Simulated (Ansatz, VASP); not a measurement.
# InB3: VASP beside Ansatz

```xyz
4
Lattice="3.7204 0.0000 0.0000 0.0000 3.7204 0.0000 0.0000 0.0000 3.7204" Properties=species:S:1:pos:R:3 pbc="T T T"
In    0.0000    0.0000    0.0000
B     0.0000    1.8602    1.8602
B     1.8602    0.0000    1.8602
B     1.8602    1.8602    0.0000
```

Change from the starting cell: species swapped into the Pr3Sn type (Pm-3m, No. 221).

Alike in both runs: task relaxation of cell and atoms; functional PBE; k mesh 6 × 6 × 6; occupations gaussian, width 0.1 eV; no spin polarisation.

```csv
,VASP,Ansatz
version,VASP 6.6.1,Ansatz 0.2.0
potentials or method,"VASP PAW PBE potentials, release 64 (In_d, B), cutoff 500 eV","scalar-relativistic, plane waves, PAW"
valence electrons in the cell,22,22
```

|  | VASP | Ansatz | Ansatz less VASP |
| --- | --- | --- | --- |
| gap on the k mesh at the Fermi level, each at its own relaxed structure (eV) | none | none | - |
| relaxed volume (Å³/atom) | 11.44 | 11.45 | +0.012 |
| relaxed length of the cell vector where the two differ most in proportion (Å) | 3.577 | 3.578 | +0.0013 |

A gap of «none» marks a metal or a gap that the smearing closes.
